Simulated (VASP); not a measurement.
# IrSe (F-43m) in VASP: further runs

The runs below take IrSe through single point, with PBE.

Program: VASP 6.6.1. These are calculated values, not measurements. Logs are shortened: lines on timing, memory, paths and dates and some standing lists are left out, and cuts for length are marked.

## Step 1: The cell of the first run

The structure is cubic, space group F-43m (No. 216). The conventional cell has a = 5.637 Å, b = 5.637 Å, c = 5.637 Å, α = 90.00°, β = 90.00°, γ = 90.00°. Within 3.2 Å of Ir (site symmetry -43m) lie 4 Se at 2.44 Å. Se (site symmetry -43m) has 4 Ir at 2.44 Å within 3.2 Å.

## Step 2: Single point, PBE (22.39 Å³/atom)

INCAR reads:

```
PREC = Accurate
ENCUT = 520
EDIFF = 1E-7
ISMEAR = 0
SIGMA = 0.05
LREAL = F
LASPH = T
NELM = 100
ALGO = Normal
ISIF = 2
LWAVE = F
LCHARG = T
GGA = PE
LELF = T
LVHAR = T
NBANDS = 14
```

KPOINTS reads:

```
Automatic mesh
0
Gamma
  10 10 10
```

POSCAR reads:

```
IrSe
1.0
    0.0000000000      2.8186753044      2.8186753044
    2.8186753044      0.0000000000      2.8186753044
    2.8186753044      2.8186753044      0.0000000000
Ir Se
1 1
Direct
    0.0000000000      0.0000000000      0.0000000000
    0.2500000000      0.2500000000      0.2500000000
```

Potentials or basis: VASP PAW PBE potentials, release 64 (Ir, Se).

On the command line:

```console
$ cat potpaw_PBE.64/Ir/POTCAR potpaw_PBE.64/Se/POTCAR > POTCAR
$ mpirun -np 1 vasp_std > vasp.out
```

OUTCAR:

```text
PREC = Accurate
   ENCUT = 520
   EDIFF = 1E-7
   ISMEAR = 0
   LREAL = F
   LASPH = T
   NELM = 100
   ISIF = 2
   GGA = PE

 ion  position               nearest neighbor table
   1  0.000  0.000  0.000-   2 2.44   2 2.44   2 2.44   2 2.44
   2  0.250  0.250  0.250-   1 2.44   1 2.44   1 2.44   1 2.44

  LATTYP: Found a face centered cubic cell.
 ALAT       =     5.6373506088

  Lattice vectors:

 A1 = (   0.0000000000,   2.8186753044,   2.8186753044)
 A2 = (   2.8186753044,   0.0000000000,   2.8186753044)
 A3 = (   2.8186753044,   2.8186753044,   0.0000000000)

Analysis of symmetry for initial positions (statically):
=====================================================================
 Subroutine PRICEL returns:
 Original cell was already a primitive cell.

 Routine SETGRP: Setting up the symmetry group for a
 face centered cubic supercell.

 Subroutine GETGRP returns: Found 24 space group operations
 (whereof 24 operations were pure point group operations)
 out of a pool of 48 trial point group operations.

The static configuration has the point symmetry T_d .

Analysis of symmetry for dynamics (positions and initial velocities):
=====================================================================
 Subroutine PRICEL returns:
 Original cell was already a primitive cell.

 Routine SETGRP: Setting up the symmetry group for a
 face centered cubic supercell.

 Subroutine GETGRP returns: Found 24 space group operations
 (whereof 24 operations were pure point group operations)
 out of a pool of 48 trial point group operations.

The dynamic configuration has the point symmetry T_d .

 Subroutine INISYM returns: Found 24 space group operations
 (whereof 24 operations are pure point group operations),
 and found     1 'primitive' translations

----------------------------------------------------------------------------------------

                                     Primitive cell

  volume of cell :      44.7884

  direct lattice vectors                    reciprocal lattice vectors
     0.000000000  2.818675304  2.818675304    -0.177388293  0.177388293  0.177388293
     2.818675304  0.000000000  2.818675304     0.177388293 -0.177388293  0.177388293
     2.818675304  2.818675304  0.000000000     0.177388293  0.177388293 -0.177388293

  length of vectors
     3.986208843  3.986208843  3.986208843     0.307245536  0.307245536  0.307245536

  position of ions in fractional coordinates (direct lattice)
     0.000000000  0.000000000  0.000000000
     0.250000000  0.250000000  0.250000000

  ion indices of the primitive-cell ions
   primitive index   ion index
                 1           1
                 2           2

----------------------------------------------------------------------------------------

 KPOINTS: Automatic mesh

Automatic generation of k-mesh.
 Grid dimensions read from file:
 generate k-points for:   10   10   10

 Generating k-lattice:

  Cartesian coordinates                     Fractional coordinates (reciprocal lattice)
    -0.017738829  0.017738829  0.017738829     0.100000000  0.000000000  0.000000000
     0.017738829 -0.017738829  0.017738829     0.000000000  0.100000000  0.000000000
     0.017738829  0.017738829 -0.017738829     0.000000000  0.000000000  0.100000000

  Length of vectors
     0.030724554  0.030724554  0.030724554

  Shift w.r.t. Gamma in fractional coordinates (k-lattice)
     0.000000000  0.000000000  0.000000000

 Subroutine IBZKPT returns following result:
 ===========================================

 Found     47 irreducible k-points:

 Following reciprocal coordinates:
            Coordinates               Weight
  0.000000  0.000000  0.000000      1.000000
  0.100000  0.000000  0.000000      8.000000
  0.200000  0.000000  0.000000      8.000000
  0.300000  0.000000  0.000000      8.000000
  0.400000  0.000000  0.000000      8.000000
  0.500000  0.000000  0.000000      4.000000
[... 16 lines left out ...]
  0.300000  0.300000  0.000000      6.000000
  0.400000  0.300000  0.000000     24.000000
 [... further k-points ...]
   k-points           NKPTS =     47   k-points in BZ     NKDIM =     47   number of bands    NBANDS=     14
   number of dos      NEDOS =    301   number of ions     NIONS =      2
   total plane-waves  NPLWV =  27000
   dimension x,y,z NGX =    30 NGY =   30 NGZ =   30
   dimension x,y,z NGXF=    60 NGYF=   60 NGZF=   60
   ions per type =               1   1
   NGX,Y,Z   is equivalent  to a cutoff of  12.51, 12.51, 12.51 a.u.
   NGXF,Y,Z  is equivalent  to a cutoff of  25.02, 25.02, 25.02 a.u.
 SYSTEM =  unknown system
   PREC   = accura    normal or accurate (medium, high low for compatibility)
   ISTART =      0    job   : 0-new  1-cont  2-samecut
   ICHARG =      2    charge: 1-file 2-atom 10-const
   ISPIN  =      1    spin polarized calculation?
   LNONCOLLINEAR =      F non collinear calculations
   LSORBIT =      F    spin-orbit coupling
   LASPH  =      T    aspherical Exc in radial PAW
   ENCUT  =  520.0 eV  38.22 Ry    6.18 a.u.   7.41  7.41  7.41*2*pi/ulx,y,z
   NELM   =    100;   NELMIN=  2; NELMDL= -5     # of ELM steps
   EDIFF  = 0.1E-06   stopping-criterion for ELM
   LREAL  =      F    real-space projection
   EDIFFG = 0.1E-05   stopping-criterion for IOM
   NSW    =      0    number of steps for IOM
   IBRION =     -1    ionic relax: 0-MD 1-quasi-New 2-CG
   NFREE  =      0    steps in history (QN), initial steepest desc. (CG)
   ISIF   =      2    stress and relaxation
   ISYM   =      2    0-nonsym 1-usesym 2-fastsym
   POTIM  = 0.5000    time-step for ionic-motion
   TEBEG  =    0.0;   TEEND  =   0.0 temperature during run
   PSTRESS=    0.0 pullay stress
   NELECT =      15.0000    total number of electrons
   NUPDOWN=      -1.0000    fix difference up-down
   EMIN   =  10.00;   EMAX   =-10.00  energy-range for DOS
   EFERMI =   0.00;   METHOD = LEGACY
   ISMEAR =     0;   SIGMA  =   0.05  broadening in eV -4-tet -1-fermi 0-gaus
   EFERMI_NEDOS =   21; number of points for ismear=-14 and -15
   IALGO  =     38    algorithm
   IMIX   =      4    mixing-type and parameters
     AMIX     =   0.40;   BMIX     =  1.00
     AMIX_MAG =   1.60;   BMIX_MAG =  1.00
  volume/ion in A,a.u.               =      22.39       151.12
  Fermi-wavevector in a.u.,A,eV,Ry     =   1.136886  2.148403 17.585659  1.292509
  Thomas-Fermi vector in A             =   2.273591
   LORBIT       =      0    0 simple, 1 ext, 2 COOP (PROOUT), +10 PAW based schemes
   GGA     = PE    functional components
   LHFCALC =     F    Hartree Fock is set to
   AEXX    =    0.0000 exact exchange contribution
   IVDW    =     0    specifies the selected vdW correction
   LEPSILON=     F    determine dielectric tensor
   LRPA    =     F    only Hartree local field effects (RPA)
 non-spin polarized calculation
 Gauss-broadening in eV      SIGMA  =   0.05
  energy-cutoff  :      520.00
  volume of cell :       44.79
 maximum number of plane-waves:      1243
 NGX is ok and might be reduce to    30
   NGX = 15   NGY = 15   NGZ = 15

 number of electron      15.0000001 magnetization

 Free energy of the ion-electron system (eV)
  ---------------------------------------------------
  ext. energy  EPLUGINS =         0.00000000
  ---------------------------------------------------
  free energy    TOTEN  =       -11.75649945 eV

  energy without entropy =      -11.75415733  energy(sigma->0) =      -11.75532839

 E-fermi :   4.9230     XC(G=0): -10.2885

 val. band max:        4.9216072019   @ k =  -0.4000   0.4000   0.1000
 cond. band min:       4.9748262496   @ k =   0.3000   0.2000   0.0000
 fundamental gap:      0.0532190477
 Fermi energy:         4.9230494669

 k-point     1 :       0.0000    0.0000    0.0000
  band No.  band energies     occupation
      1     -10.3235      2.00000
      2      -0.7057      2.00000
      3      -0.7057      2.00000
      4      -0.7057      2.00000
      5       2.6271      2.00000
      6       2.6272      2.00000
      7       5.5873      0.00000
      8       7.8237      0.00000
      9       7.8237      0.00000
     10       7.8237      0.00000
     11      11.6236      0.00000
     12      11.6236      0.00000
     13      11.6236      0.00000
     14      16.1161      0.00000

 k-point     2 :       0.1000    0.0000    0.0000
  band No.  band energies     occupation
      1     -10.2590      2.00000
      2      -0.8254      2.00000
      3      -0.6645      2.00000
      4      -0.6645      2.00000
      5       2.6069      2.00000
      6       2.6069      2.00000
      7       5.7397      0.00000
      8       7.4794      0.00000
      9       7.6710      0.00000
     10       7.6710      0.00000
     11      11.3299      0.00000
     12      11.8012      0.00000
     13      11.8012      0.00000
     14      16.6550      0.00000

 k-point     3 :       0.2000    0.0000    0.0000
  band No.  band energies     occupation
      1     -10.0852      2.00000
      2      -1.0840      2.00000
      3      -0.5607      2.00000
      4      -0.5607      2.00000
      5       2.5853      2.00000
      6       2.5853      2.00000
      7       5.4605      0.00000
      8       7.2384      0.00000
      9       7.2491      0.00000
     10       7.2491      0.00000
     11      11.1208      0.00000
     12      12.2337      0.00000
     13      12.2337      0.00000
     14      16.4190      0.00000
[... 324 lines left out ...]
 k-point    23 :       0.3000    0.3000    0.0000
  band No.  band energies     occupation
      1      -9.7022      2.00000
      2      -1.6526      2.00000
      3      -0.1134      2.00000
      4      -0.1134      2.00000
      5       2.0661      2.00000
      6       2.9671      2.00000
      7       4.9090      1.30940
      8       5.2586      0.00000
      9       5.2586      0.00000
     10       8.8714      0.00000
     11      10.1991      0.00000
     12      14.2862      0.00000
     13      14.3149      0.00000
     14      14.3149      0.00000

 k-point    24 :       0.4000    0.3000    0.0000
  band No.  band energies     occupation
      1      -9.5493      2.00000
      2      -1.7244      2.00000
      3      -0.0175      2.00000
      4       0.0396      2.00000
      5       2.1229      2.00000
      6       3.0255      2.00000
      7       3.8655      2.00000
      8       4.8423      1.97770
      9       5.0165      0.00821
     10       9.4479      0.00000
     11      10.4281      0.00000
     12      13.6577      0.00000
     13      14.7545      0.00000
     14      15.7210      0.00000

 [... further k-points ...]

------------------------ aborting loop because EDIFF is reached ----------------------------------------

  FORCE on cell =-STRESS in cart. coord.  units (eV):
  Direction    XX          YY          ZZ          XY          YZ          ZX
  --------------------------------------------------------------------------------------
  -------------------------------------------------------------------------------------
  Total       -1.1531007     -1.1531007     -1.1531007     -0.0000000      0.0000000     -0.0000000
  in kB      -41.2489294    -41.2489294    -41.2489294     -0.0000000      0.0000000     -0.0000000
  external PRESSURE =     -41.2489294 kB  Pullay stress =       0.0000000 kB

 VOLUME and BASIS-vectors are now :
 -----------------------------------------------------------------------------
  energy-cutoff  :      520.00
  volume of cell :       44.79
      direct lattice vectors                 reciprocal lattice vectors
     0.000000000  2.818675304  2.818675304    -0.177388293  0.177388293  0.177388293
     2.818675304  0.000000000  2.818675304     0.177388293 -0.177388293  0.177388293
     2.818675304  2.818675304  0.000000000     0.177388293  0.177388293 -0.177388293

 POSITION                                       TOTAL-FORCE (eV/Angst)
 -----------------------------------------------------------------------------------
      0.00000      0.00000      0.00000        -0.000000     -0.000000      0.000000
      1.40934      1.40934      1.40934         0.000000      0.000000     -0.000000
 -----------------------------------------------------------------------------------
    total drift:                                0.000000      0.000000      0.000000

  FREE ENERGIE OF THE ION-ELECTRON SYSTEM (eV)
  ---------------------------------------------------
  free  energy   TOTEN  =       -11.7564994499 eV

  energy  without entropy=      -11.7541573284  energy(sigma->0) =      -11.75532839
```

Wall time 60 s (1 thread of Intel Xeon 8259CL, shared host); peak memory 0.19 GiB.

Results:

* Free energy: -11.7565 eV
* Pressure: -4.1 GPa
* Band gap on the k mesh: zero (an odd number of electrons rules out a gap without spin polarisation)

Caveat: the cell stands under tension; spin-orbit coupling is left out, which moves the levels of the heavy elements.

## Step 3: Single point, PBE (23.04 Å³/atom)

This run uses another cell than the first one, of 23.04 Å³/atom.

INCAR reads:

```
PREC     = Accurate       # precision mode
ENCUT    = 520            # plane-wave cutoff, eV
EDIFF    = 1E-6           # SCF threshold, eV
ISMEAR   = 0              # smearing method
SIGMA    = 0.05           # smearing width, eV
LREAL    = F              # projectors in reciprocal space
LASPH    = T              # aspherical terms in the spheres
NELM     = 60             # most SCF steps
ALGO     = Normal         # electronic algorithm
ISIF     = 2              # what is computed and relaxed
LWAVE    = F              # write WAVECAR
LCHARG   = F              # write CHGCAR
GGA      = PE             # functional
NBANDS   = 14             # bands
```

KPOINTS is that of step 2.

POSCAR reads:

```
IrSe
1.0
    0.0000000000      2.8455214469      2.8455214469
    2.8455214469      0.0000000000      2.8455214469
    2.8455214469      2.8455214469      0.0000000000
Ir Se
1 1
Direct
    0.0000000000      0.0000000000      0.0000000000
    0.2500000000      0.2500000000      0.2500000000
```

Potentials or basis: VASP PAW PBE potentials, release 64 (Ir, Se).

On the command line:

```console
$ cat potpaw_PBE.64/Ir/POTCAR potpaw_PBE.64/Se/POTCAR > POTCAR
$ mpirun -np 1 vasp_std > vasp.out
```

Wall time 51 s (1 thread of Intel Xeon 8259CL, shared host); peak memory 0.19 GiB.

The run converged. Its results:

- Free energy: -11.7122 eV
- Pressure: -6.8 GPa
- Band gap on the k mesh: zero (an odd number of electrons rules out a gap without spin polarisation)

Levels at points of the mesh, in eV from the Fermi level:
| k point | band 5 | band 6 | band 7 | band 8 | band 9 | band 10 |
| --- | --- | --- | --- | --- | --- | --- |
| (0.00, 0.00, 0.00) | -2.19 | -2.19 | 0.59 | 2.78 | 2.78 | 2.78 |
| (0.50, 0.00, 0.00) | -1.98 | -1.98 | -1.82 | 0.95 | 0.95 | 2.83 |
| (0.50, 0.50, 0.00) | -2.43 | -1.91 | -1.68 | -0.85 | -0.85 | 4.75 |

Caveat: the cell stands under tension; spin-orbit coupling is left out, which moves the levels of the heavy elements.

## Step 4: Single point, PBE (23.69 Å³/atom)

This run uses another cell than the first one, of 23.69 Å³/atom.

INCAR reads:

```
SYSTEM = IrSe
PREC     = Accurate       ! precision mode
ENCUT    = 520            ! plane-wave cutoff, eV
EDIFF    = 1E-6           ! SCF threshold, eV
ISMEAR   = 0              ! smearing method
SIGMA    = 0.05           ! smearing width, eV
LREAL    = .False.        ! projectors in reciprocal space
LASPH    = .True.         ! aspherical terms in the spheres
NELM     = 60             ! most SCF steps
ALGO     = Normal         ! electronic algorithm
ISIF     = 2              ! what is computed and relaxed
LWAVE    = .False.        ! write WAVECAR
LCHARG   = .False.        ! write CHGCAR
GGA      = PE             ! functional
NBANDS   = 14             ! bands
```

KPOINTS reads:

```
regular mesh
0
Gamma
  10 10 10
  0 0 0
```

POSCAR reads:

```
IrSe
1.0
    0.0000000000      2.8718703668      2.8718703668
    2.8718703668      0.0000000000      2.8718703668
    2.8718703668      2.8718703668      0.0000000000
Ir Se
1 1
Direct
    0.0000000000      0.0000000000      0.0000000000
    0.2500000000      0.2500000000      0.2500000000
```

On the command line:

```console
$ cat potpaw_PBE.64/Ir/POTCAR potpaw_PBE.64/Se/POTCAR > POTCAR
$ mpirun -np 1 vasp_std > vasp.out
```

Wall time 55 s (1 thread of Intel Xeon 8259CL, shared host); peak memory 0.19 GiB.

The run converged. Its results:

| Item | Value |
| --- | --- |
| Free energy | -11.6482 eV |
| Pressure | -9.0 GPa |
| Band gap on the k mesh | zero (an odd number of electrons rules out a gap without spin polarisation) |

Levels at points of the mesh, in eV from the Fermi level:
| k point | band 3 | band 4 | band 5 | band 6 | band 7 | band 8 | band 9 | band 10 | band 11 | band 12 |
| --- | --- | --- | --- | --- | --- | --- | --- | --- | --- | --- |
| (0.00, 0.00, 0.00) | -5.28 | -5.28 | -2.09 | -2.09 | 0.53 | 2.67 | 2.67 | 2.67 | 6.62 | 6.62 |
| (0.50, 0.00, 0.00) | -4.94 | -4.94 | -1.89 | -1.89 | -1.74 | 0.93 | 0.93 | 2.76 | 7.89 | 7.89 |
| (0.50, 0.50, 0.00) | -4.29 | -4.29 | -2.31 | -1.84 | -1.61 | -0.81 | -0.81 | 4.66 | 5.39 | 9.50 |

Caveat: the cell stands under tension; spin-orbit coupling is left out, which moves the levels of the heavy elements.

## Step 5: The runs side by side

```tsv
cell	gap on the mesh (eV)	pressure (GPa)
a = 3.986 Å, angles 60.0°, 2 atoms	none	-4.1
a = 4.024 Å, angles 60.0°, 2 atoms	none	-6.8
a = 4.061 Å, angles 60.0°, 2 atoms	none	-9.0
```

Alike in all rows: task single point; level PBE; potentials or basis VASP PAW PBE potentials, release 64 (Ir, Se); no spin polarisation; k mesh 10 × 10 × 10; cutoff (eV) 520; smearing gaussian 0.05 eV.

Caveats: the cell stands under tension; spin-orbit coupling is left out, which moves the levels of the heavy elements.

Total energies depend on the potentials used, so only differences within one code and one set of settings carry meaning.

The gap in the log of VASP goes by the Fermi energy; the results here count the filled bands.